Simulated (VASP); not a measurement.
# BeS (F-43m) in VASP: settings compared, part 2 of 2

VASP 6.6.1.

## (5) Single point, PBE0

This run uses another cell than the first one, of 14.43 Å³/atom.

File POSCAR:

```
BeS
1.0
    0.0000000000      2.4343058979      2.4343058979
    2.4343058979      0.0000000000      2.4343058979
    2.4343058979      2.4343058979      0.0000000000
Be S
1 1
Direct
    0.0000000000      0.0000000000      0.0000000000
    0.7500000000      0.7500000000      0.7500000000
```

File INCAR.step1:

```
PREC     = Accurate       # precision mode
ENCUT    = 520            # plane-wave cutoff, eV
EDIFF    = 1E-5           # SCF threshold, eV
ISMEAR   = 0              # smearing method
SIGMA    = 0.01           # smearing width, eV
LREAL    = F              # projectors in reciprocal space
LASPH    = T              # aspherical terms in the spheres
NELM     = 80             # most SCF steps
ALGO     = Normal         # electronic algorithm
ISIF     = 2              # what is computed and relaxed
LWAVE    = T              # write WAVECAR
LCHARG   = F              # write CHGCAR
GGA      = PE             # functional
NBANDS   = 11             # bands
```

File INCAR.step2:

```
PREC     = Accurate       # precision mode
ENCUT    = 520            # plane-wave cutoff, eV
EDIFF    = 1E-6           # SCF threshold, eV
ISMEAR   = 0              # smearing method
SIGMA    = 0.01           # smearing width, eV
LREAL    = F              # projectors in reciprocal space
LASPH    = T              # aspherical terms in the spheres
NELM     = 80             # most SCF steps
ALGO     = Normal         # electronic algorithm
ISIF     = 2              # what is computed and relaxed
LWAVE    = F              # write WAVECAR
LCHARG   = F              # write CHGCAR
GGA      = PE             # functional
LHFCALC  = T              # exact exchange
AEXX     = 0.25           # exact-exchange fraction
PRECFOCK = Normal       
ISTART   = 1            
NBANDS   = 11             # bands
```

File KPOINTS:

```
Automatic mesh
0
Gamma
  6 6 6
```

Potentials or basis: VASP PAW PBE potentials, release 64 (Be, S).

On the command line:

```
$ cat potpaw_PBE.64/Be/POTCAR potpaw_PBE.64/S/POTCAR > POTCAR
$ cp INCAR.step1 INCAR
$ mpirun -np 1 vasp_std > vasp.out
$ cp INCAR.step2 INCAR
$ mpirun -np 1 vasp_std > vasp.out
```

OUTCAR:

```text
PREC = Accurate
   ENCUT = 520
   EDIFF = 1E-6
   ISMEAR = 0
   LREAL = F
   LASPH = T
   NELM = 80
   ISIF = 2
   GGA = PE
   LHFCALC = T
   AEXX = 0.25
   PRECFOCK = Normal
   ISTART = 1

 ion  position               nearest neighbor table
   1  0.000  0.000  0.000-   2 2.11   2 2.11   2 2.11   2 2.11
   2  0.750  0.750  0.750-   1 2.11   1 2.11   1 2.11   1 2.11

  LATTYP: Found a face centered cubic cell.
 ALAT       =     4.8686117958

  Lattice vectors:

 A1 = (   0.0000000000,   2.4343058979,   2.4343058979)
 A2 = (   2.4343058979,   0.0000000000,   2.4343058979)
 A3 = (   2.4343058979,   2.4343058979,   0.0000000000)

Analysis of symmetry for initial positions (statically):
=====================================================================
 Subroutine PRICEL returns:
 Original cell was already a primitive cell.

 Routine SETGRP: Setting up the symmetry group for a
 face centered cubic supercell.

 Subroutine GETGRP returns: Found 24 space group operations
 (whereof 24 operations were pure point group operations)
 out of a pool of 48 trial point group operations.

The static configuration has the point symmetry T_d .

Analysis of symmetry for dynamics (positions and initial velocities):
=====================================================================
 Subroutine PRICEL returns:
 Original cell was already a primitive cell.

 Routine SETGRP: Setting up the symmetry group for a
 face centered cubic supercell.

 Subroutine GETGRP returns: Found 24 space group operations
 (whereof 24 operations were pure point group operations)
 out of a pool of 48 trial point group operations.

The dynamic configuration has the point symmetry T_d .

 Subroutine INISYM returns: Found 24 space group operations
 (whereof 24 operations are pure point group operations),
 and found     1 'primitive' translations

[... 119 lines left out ...]
   HFSCREENC=   0.0000 screening length for correlation (either q_TF or 0.3 A-1)
   ENCUTFOCK=  -1.0 apply spherical cutoff to Coloumb kernel
   IVDW    =     0    specifies the selected vdW correction
   LEPSILON=     F    determine dielectric tensor
   LRPA    =     F    only Hartree local field effects (RPA)
 non-spin polarized calculation
 Gauss-broadening in eV      SIGMA  =   0.01
  energy-cutoff  :      520.00
  volume of cell :       28.85
 maximum number of plane-waves:       791
 NGX is ok and might be reduce to    28
  NGX = 20; NGY = 20; NGZ = 20

 number of electron       7.9999999 magnetization

 Free energy of the ion-electron system (eV)
  ---------------------------------------------------
  ext. energy  EPLUGINS =         0.00000000
  ---------------------------------------------------
  free energy    TOTEN  =       -11.99285385 eV

  energy without entropy =      -11.99285385  energy(sigma->0) =      -11.99285385

 E-fermi :   3.0845     XC(G=0):  -7.6608

 val. band max:        3.0239415609   @ k =   0.0000   0.0000   0.0000
 cond. band min:       7.8247891695   @ k =   0.5000   0.5000   0.0000
 fundamental gap:      4.8008476085
 Fermi energy:         3.0844526844

 k-point     1 :       0.0000    0.0000    0.0000
  band No.  band energies     occupation
      1     -12.0363      2.00000
      2       3.0239      2.00000
      3       3.0239      2.00000
      4       3.0239      2.00000
      5      10.6441      0.00000
      6      10.6441      0.00000
      7      10.6441      0.00000
      8      10.7124      0.00000
      9      18.0460      0.00000
     10      18.0460      0.00000
     11      19.9539      0.00000
[... 197 lines left out ...]
 k-point    16 :      -0.3333    0.5000    0.1667
  band No.  band energies     occupation
      1      -9.6504      2.00000
      2      -2.0397      2.00000
      3      -0.6834      2.00000
      4      -0.3959      2.00000
      5       9.9587      0.00000
      6      11.6080      0.00000
      7      15.2121      0.00000
      8      15.7222      0.00000
      9      19.8446      0.00000
     10      19.9016      0.00000
     11      22.4913      0.00000

------------------------ aborting loop because EDIFF is reached ----------------------------------------

  FORCE on cell =-STRESS in cart. coord.  units (eV):
  Direction    XX          YY          ZZ          XY          YZ          ZX
  --------------------------------------------------------------------------------------
  -------------------------------------------------------------------------------------
  Total       -0.1935921     -0.1935921     -0.1935921     -0.0000000      0.0000000      0.0000000
  in kB      -10.7508515    -10.7508515    -10.7508515     -0.0000000      0.0000000      0.0000000
  external PRESSURE =     -10.7508515 kB  Pullay stress =       0.0000000 kB

 VOLUME and BASIS-vectors are now :
 -----------------------------------------------------------------------------
  energy-cutoff  :      520.00
  volume of cell :       28.85
      direct lattice vectors                 reciprocal lattice vectors
     0.000000000  2.434305898  2.434305898    -0.205397358  0.205397358  0.205397358
     2.434305898  0.000000000  2.434305898     0.205397358 -0.205397358  0.205397358
     2.434305898  2.434305898  0.000000000     0.205397358  0.205397358 -0.205397358

 POSITION                                       TOTAL-FORCE (eV/Angst)
 -----------------------------------------------------------------------------------
      0.00000      0.00000      0.00000        -0.000000     -0.000000     -0.000000
      3.65146      3.65146      3.65146         0.000000      0.000000      0.000000
 -----------------------------------------------------------------------------------
    total drift:                               -0.000000      0.000000      0.000000

  FREE ENERGIE OF THE ION-ELECTRON SYSTEM (eV)
  ---------------------------------------------------
  free  energy   TOTEN  =       -11.9928538459 eV

  energy  without entropy=      -11.9928538459  energy(sigma->0) =      -11.99285385
```

OUTCAR.step1:

```text
PREC = Accurate
   ENCUT = 520
   EDIFF = 1E-5
   ISMEAR = 0
   LREAL = F
   LASPH = T
[... 434 lines left out ...]
 -----------------------------------------------------------------------------------
      0.00000      0.00000      0.00000        -0.000000     -0.000000     -0.000000
      3.65146      3.65146      3.65146         0.000000      0.000000      0.000000
 -----------------------------------------------------------------------------------
    total drift:                               -0.000000     -0.000000     -0.000000

  FREE ENERGIE OF THE ION-ELECTRON SYSTEM (eV)
  ---------------------------------------------------
  free  energy   TOTEN  =       -10.0105089209 eV

  energy  without entropy=      -10.0105089209  energy(sigma->0) =      -10.01050892
```

OSZICAR.step1:

```text
N       E                     dE             d eps       ncg     rms          rms(c)
DAV:   1     0.204745161166E+02    0.20475E+02   -0.37817E+03   352   0.622E+02
DAV:   2    -0.902612366439E+01   -0.29501E+02   -0.28327E+02   467   0.112E+02
DAV:   3    -0.101732353279E+02   -0.11471E+01   -0.11448E+01   438   0.230E+01
DAV:   4    -0.101799712373E+02   -0.67359E-02   -0.67346E-02   441   0.203E+00
DAV:   5    -0.101800331655E+02   -0.61928E-04   -0.61927E-04   459   0.196E-01    0.557E+00
DAV:   6    -0.100480945403E+02    0.13194E+00   -0.11933E-01   405   0.163E+00    0.380E+00
DAV:   7    -0.100091244902E+02    0.38970E-01   -0.11487E-01   424   0.177E+00    0.101E+00
DAV:   8    -0.100103650211E+02   -0.12405E-02   -0.64743E-03   461   0.409E-01    0.142E-01
DAV:   9    -0.100104598728E+02   -0.94852E-04   -0.51278E-04   442   0.143E-01    0.291E-02
DAV:  10    -0.100105040283E+02   -0.44155E-04   -0.78676E-05   417   0.493E-02    0.100E-02
DAV:  11    -0.100105089209E+02   -0.48927E-05   -0.17737E-05   441   0.216E-02
   1 F= -.10010509E+02 E0= -.10010509E+02  d E =-.180461E-87
```

Run time: 14 min. Hardware: 1 thread of Intel Xeon 8259CL, shared host; peak memory 0.16 GiB.

Results:

```yaml
Free_energy: -11.9929 eV
Pressure: -1.1 GPa
Band_gap_on_the_k_mesh: 4.80 eV (least direct gap 7.62 eV)
```

Levels at points of the mesh, in eV from the valence-band top:
| k point | band 2 | band 3 | band 4 | band 5 | band 6 | band 7 |
| --- | --- | --- | --- | --- | --- | --- |
| (0.00, 0.00, 0.00) | 0.00 | 0.00 | 0.00 | 7.62 | 7.62 | 7.62 |
| (0.50, 0.00, 0.00) | -6.33 | -1.12 | -1.12 | 7.31 | 8.53 | 8.53 |
| (0.50, 0.50, 0.00) | -5.53 | -2.86 | -2.86 | 4.80 | 6.71 | 15.20 |

Caveat: the PAW data sets were made with another functional, which shifts forces and pressure a little. A k mesh can miss the band edges.

## (6) The runs side by side

```csv
task,level,cell,k mesh,cutoff (eV),smearing,grid for exact exchange (PRECFOCK),share of exact exchange,screening parameter,gap on the mesh (eV),pressure (GPa)
relaxation of cell and atoms,r2SCAN,"relaxed from a = 3.448 Å, angles 60.0°, 2 atoms",8 × 8 × 8,600,fermi-dirac 0.02 eV,-,-,-,3.60,0.0
single point,HSE06,"a = 3.432 Å, angles 60.0°, 2 atoms",6 × 6 × 6,520,fermi-dirac 0.02 eV,Normal,0.25,0.2079 1/Å,4.05,-0.1
single point,HSE06,"a = 3.443 Å, angles 60.0°, 2 atoms",6 × 6 × 6,520,gaussian 0.01 eV,Normal,0.25,0.2079 1/Å,4.08,-1.1
single point,PBE0,"a = 3.443 Å, angles 60.0°, 2 atoms",6 × 6 × 6,520,gaussian 0.01 eV,Normal,0.25,-,4.80,-1.1
```

Alike in all rows: potentials or basis VASP PAW PBE potentials, release 64 (Be, S); no spin polarisation.

Caveats: the PAW data sets were made with another functional, which shifts forces and pressure a little.

Total energies depend on the potentials used, so only differences within one code and one set of settings carry meaning.
